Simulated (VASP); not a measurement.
# LiF (I4cm) in VASP: settings compared, part 2 of 2

VASP 6.6.1. Earlier steps stand in the parts before.

## 5. Single point, PBE (12.33 Å³/atom)

This run uses another cell than the first one, of 12.33 Å³/atom.

File INCAR:

```
PREC = Accurate ; ENCUT = 520
EDIFF = 1E-6 ; ISMEAR = 0
SIGMA = 0.02 ; LREAL = False
LASPH = True ; NELM = 60
ALGO = Normal ; ISIF = 2
LWAVE = False ; LCHARG = False
GGA = PE ; NBANDS = 30
```

File KPOINTS:

```
Automatic mesh
0
Gamma
  6 6 6
```

File POSCAR:

```
LiF
1.0
   -3.1473306060      3.1473306060      2.4885983711
    3.1473306060     -3.1473306060      2.4885983711
    3.1473306060      3.1473306060     -2.4885983711
Li F
4 4
Direct
    0.4533211901      0.6600480802      0.5000000000
    0.1600480802      0.9533211901      0.5000000000
    0.9533211901      0.4533211901      0.7932731099
    0.6600480802      0.1600480802      0.2067268901
    0.3457768859      0.8457768859      0.8049230422
    0.0408538438      0.5408538438      0.1950769578
    0.8457768859      0.0408538438      0.5000000000
    0.5408538438      0.3457768859      0.5000000000
```

Potentials or basis: VASP PAW PBE potentials, release 64 (Li_sv, F).

Run with:

```sh
$ cat potpaw_PBE.64/Li_sv/POTCAR potpaw_PBE.64/F/POTCAR > POTCAR
$ mpirun -np 1 vasp_std > vasp.out
```

OUTCAR:

```text
PREC = Accurate
   ENCUT = 520
   EDIFF = 1E-6
   ISMEAR = 0
   LREAL = False
   LASPH = True
   NELM = 60
   ISIF = 2
   GGA = PE

 ion  position               nearest neighbor table
   1  0.453  0.660  0.500-   8 1.88   7 1.93   6 1.97   5 1.97
   2  0.160  0.953  0.500-   7 1.88   8 1.93   6 1.97   5 1.97
   3  0.953  0.453  0.793-   6 1.88   5 1.93   7 1.97   8 1.97
   4  0.660  0.160  0.207-   5 1.88   6 1.93   7 1.97   8 1.97
   5  0.346  0.846  0.805-   4 1.88   3 1.93   1 1.97   2 1.97
   6  0.041  0.541  0.195-   3 1.88   4 1.93   1 1.97   2 1.97
   7  0.846  0.041  0.500-   2 1.88   1 1.93   4 1.97   3 1.97
   8  0.541  0.346  0.500-   1 1.88   2 1.93   4 1.97   3 1.97

  LATTYP: Found a body centered tetragonal cell.
 ALAT       =     6.2946612120
 C/A-ratio  =     0.7907012903

  Lattice vectors:

 A1 = (  -3.1473306060,   3.1473306060,   2.4885983711)
 A2 = (   3.1473306060,  -3.1473306060,   2.4885983711)
 A3 = (   3.1473306060,   3.1473306060,  -2.4885983711)

Analysis of symmetry for initial positions (statically):
=====================================================================
 Subroutine PRICEL returns:
 Original cell was already a primitive cell.

 Routine SETGRP: Setting up the symmetry group for a
 body centered tetragonal supercell.

 Subroutine GETGRP returns: Found  8 space group operations
 (whereof  4 operations were pure point group operations)
 out of a pool of 16 trial point group operations.

The static configuration has the point symmetry     .
 The point group associated with its full space group is C_4v.

Analysis of symmetry for dynamics (positions and initial velocities):
=====================================================================
 Subroutine PRICEL returns:
 Original cell was already a primitive cell.

[... 142 lines left out ...]
  Fermi-wavevector in a.u.,A,eV,Ry     =   1.211886  2.290132 19.982426  1.468667
  Thomas-Fermi vector in A             =   2.347387
   LORBIT       =      0    0 simple, 1 ext, 2 COOP (PROOUT), +10 PAW based schemes
   GGA     = PE    functional components
   LHFCALC =     F    Hartree Fock is set to
   AEXX    =    0.0000 exact exchange contribution
   IVDW    =     0    specifies the selected vdW correction
   LEPSILON=     F    determine dielectric tensor
   LRPA    =     F    only Hartree local field effects (RPA)
 non-spin polarized calculation
 Gauss-broadening in eV      SIGMA  =   0.02
  energy-cutoff  :      520.00
  volume of cell :       98.61
 maximum number of plane-waves:      2684
 NGX is ok and might be reduce to    40
   NGX = 19   NGY = 19   NGZ = 19

 number of electron      40.0000002 magnetization

 Free energy of the ion-electron system (eV)
  ---------------------------------------------------
  ext. energy  EPLUGINS =         0.00000000
  ---------------------------------------------------
  free energy    TOTEN  =       -38.31018863 eV

  energy without entropy =      -38.31018863  energy(sigma->0) =      -38.31018863

 E-fermi :  -3.3344     XC(G=0):  -7.7504

 val. band max:       -3.4270193003   @ k =   0.0000   0.0000   0.0000
 cond. band min:       3.4427966366   @ k =   0.0000   0.0000   0.0000
 fundamental gap:      6.8698159369
 Fermi energy:        -3.3344361455

 k-point     1 :       0.0000    0.0000    0.0000
  band No.  band energies     occupation
      1     -44.2458      2.00000
      2     -44.2202      2.00000
      3     -44.2039      2.00000
      4     -44.2039      2.00000
      5     -22.6859      2.00000
      6     -22.5744      2.00000
[... 781 lines left out ...]
     29      12.9161      0.00000
     30      13.0109      0.00000

 [... further k-points ...]

------------------------ aborting loop because EDIFF is reached ----------------------------------------

  FORCE on cell =-STRESS in cart. coord.  units (eV):
  Direction    XX          YY          ZZ          XY          YZ          ZX
  --------------------------------------------------------------------------------------
  -------------------------------------------------------------------------------------
  Total       -1.5413174     -1.5413174     -1.5762105      0.0000000     -0.0000000      0.0000000
  in kB      -25.0439670    -25.0439670    -25.6109254      0.0000000     -0.0000000      0.0000000
  external PRESSURE =     -25.2329531 kB  Pullay stress =       0.0000000 kB

 VOLUME and BASIS-vectors are now :
 -----------------------------------------------------------------------------
  energy-cutoff  :      520.00
  volume of cell :       98.61
      direct lattice vectors                 reciprocal lattice vectors
    -3.147330606  3.147330606  2.488598371     0.000000000  0.158864785  0.200916309
     3.147330606 -3.147330606  2.488598371     0.158864785  0.000000000  0.200916309
     3.147330606  3.147330606 -2.488598371     0.158864785  0.158864785  0.000000000

 POSITION                                       TOTAL-FORCE (eV/Angst)
 -----------------------------------------------------------------------------------
      2.22430      0.92303      1.52643         0.006205     -0.006205      0.008351
      4.07036     -0.92303      1.52643        -0.006205      0.006205      0.008351
      0.92303      4.07036      1.52643        -0.006205     -0.006205      0.008351
     -0.92303      2.22430      1.52643         0.006205      0.006205      0.008351
      4.10702      0.95969      0.96217        -0.001394     -0.001394     -0.008351
      2.18764     -0.95969      0.96217         0.001394      0.001394     -0.008351
     -0.95969      4.10702      0.96217         0.001394     -0.001394     -0.008351
      0.95969      2.18764      0.96217        -0.001394      0.001394     -0.008351
 -----------------------------------------------------------------------------------
    total drift:                                0.000003      0.000003      0.000480

  FREE ENERGIE OF THE ION-ELECTRON SYSTEM (eV)
  ---------------------------------------------------
  free  energy   TOTEN  =       -38.3101886315 eV

  energy  without entropy=      -38.3101886315  energy(sigma->0) =      -38.31018863
```

OSZICAR:

```text
N       E                     dE             d eps       ncg     rms          rms(c)
DAV:   1     0.328940854443E+03    0.32894E+03   -0.20466E+04  1816   0.142E+03
DAV:   2    -0.868477117877E+01   -0.33763E+03   -0.32623E+03  2074   0.369E+02
DAV:   3    -0.339341771290E+02   -0.25249E+02   -0.25075E+02  2280   0.949E+01
DAV:   4    -0.417209756382E+02   -0.77868E+01   -0.77630E+01  3486   0.284E+01
DAV:   5    -0.418369124922E+02   -0.11594E+00   -0.11593E+00  2244   0.539E+00    0.107E+01
DAV:   6    -0.383025094531E+02    0.35344E+01   -0.11269E+01  2010   0.190E+01    0.353E+00
DAV:   7    -0.382804837758E+02    0.22026E-01   -0.69562E-01  2576   0.344E+00    0.227E+00
DAV:   8    -0.382972454872E+02   -0.16762E-01   -0.19603E-01  2112   0.339E+00    0.607E-01
DAV:   9    -0.383032514372E+02   -0.60059E-02   -0.41763E-02  2228   0.111E+00    0.210E-01
DAV:  10    -0.383099904779E+02   -0.67390E-02   -0.59831E-03  1890   0.433E-01    0.319E-02
DAV:  11    -0.383101475723E+02   -0.15709E-03   -0.33494E-04  2410   0.103E-01    0.217E-02
DAV:  12    -0.383101879051E+02   -0.40333E-04   -0.84638E-05  2110   0.530E-02    0.447E-03
DAV:  13    -0.383101886315E+02   -0.72636E-06   -0.50859E-06  2428   0.126E-02
   1 F= -.38310189E+02 E0= -.38310189E+02  d E =-.257906E-13
```

stdout:

```text
POSCAR found type information on POSCAR LiF
 POSCAR found :  2 types and       8 ions
 scaLAPACK will be used
 LDA part: xc-table for (Slater+PW92), standard interpolation
 POSCAR, INCAR and KPOINTS ok, starting setup
 FFT: planning ... GRIDC
 FFT: planning ... GRID_SOFT
 FFT: planning ... GRID
 WAVECAR not read
 entering main loop
```

It took 50 s on 1 thread of Intel Xeon 6975P-C (Granite Rapids), shared host; peak memory 0.25 GiB.

What came out:

```
Free energy            : -38.3102 eV
Largest force          : 0.012 eV/Å
Band gap on the k mesh : 6.87 eV
```

Forces on the atoms (eV/Å):
```
Li   0.006 -0.006  0.008
Li  -0.006  0.006  0.008
Li  -0.006 -0.006  0.008
Li   0.006  0.006  0.008
F   -0.001 -0.001 -0.008
F    0.001  0.001 -0.008
F    0.001 -0.001 -0.008
F   -0.001  0.001 -0.008
```

Caveat: the cutoff is under 1.25 times the usual one of these potentials, so pressure, stress and relaxed cells hold a basis-set (Pulay) error. A k mesh can miss the band edges.

## 6. Summary

```tsv
level	cell	gap on the mesh (eV)	largest force (eV/Å)
PBE	a = 4.867 Å, angles 102.9, 102.9, 123.6°, 8 atoms, atomic positions A	7.29	0.01
PBEsol	a = 5.003 Å, angles 103.7, 103.7, 121.8°, 8 atoms, atomic positions B	7.01	0.06
PBE	a = 5.053 Å, angles 103.7, 103.7, 121.7°, 8 atoms, atomic positions C	6.96	0.01
PBE	a = 5.099 Å, angles 103.8, 103.8, 121.6°, 8 atoms, atomic positions D	6.87	0.01
```

Alike in all rows: task single point; potentials or basis VASP PAW PBE potentials, release 64 (Li_sv, F); no spin polarisation; k mesh 6 × 6 × 6; cutoff (eV) 520; smearing gaussian 0.02 eV.

Caveats: the cutoff is under 1.25 times the usual one of these potentials, so pressure, stress and relaxed cells hold a basis-set (Pulay) error; the PAW data sets were made with another functional, which shifts forces and pressure a little (at least some runs).

Absolute energies hang on the potentials; compare differences alone.
